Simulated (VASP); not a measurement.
A run of VASP 6.6.1:

INCAR

```
SYSTEM = NaTa4F
ALGO = Fast
EDIFF = 1E-7
EDIFFG = -0.01
ENCUT = 600
GGA = PE
IBRION = 2
ISIF = 3
ISMEAR = 0
LASPH = .TRUE.
LCHARG = .FALSE.
LREAL = .FALSE.
LWAVE = .FALSE.
NELM = 80
NSW = 100
PREC = Accurate
SIGMA = 0.1
```

KPOINTS

```
k-points
0
G
  8 8 8
  0 0 0
```

The input POSCAR:

```
NaTa4F
1.0
    0.0000000000      3.9600021220      3.9600021220
    3.9600021220      0.0000000000      3.9600021220
    3.9600021220      3.9600021220      0.0000000000
Na Ta F
1 4 1
Direct
    0.0000000000      0.0000000000      0.0000000000
    0.6285203583      0.6285203583      0.1144389252
    0.6285203583      0.1144389252      0.6285203583
    0.1144389252      0.6285203583      0.6285203583
    0.6285203583      0.6285203583      0.6285203583
    0.2500000000      0.2500000000      0.2500000000
```

Potentials or basis: VASP PAW PBE potentials, release 64 (Na_pv, Ta_pv, F).

Run with:

```bash
$ cat potpaw_PBE.64/Na_pv/POTCAR potpaw_PBE.64/Ta_pv/POTCAR potpaw_PBE.64/F/POTCAR > POTCAR
$ mpirun -np 1 vasp_std > vasp.out
```

Hardware: 1 thread of Oxide Virtual Turin-like Processor, with other jobs on the host.

**Question.** How long does it take, and how much memory?

**Answer.** It took 17 min on 1 thread of Oxide Virtual Turin-like Processor, with other jobs on the host, peak memory 0.38 GiB. Counts: scf iterations 48, k points 29, ion steps 3.
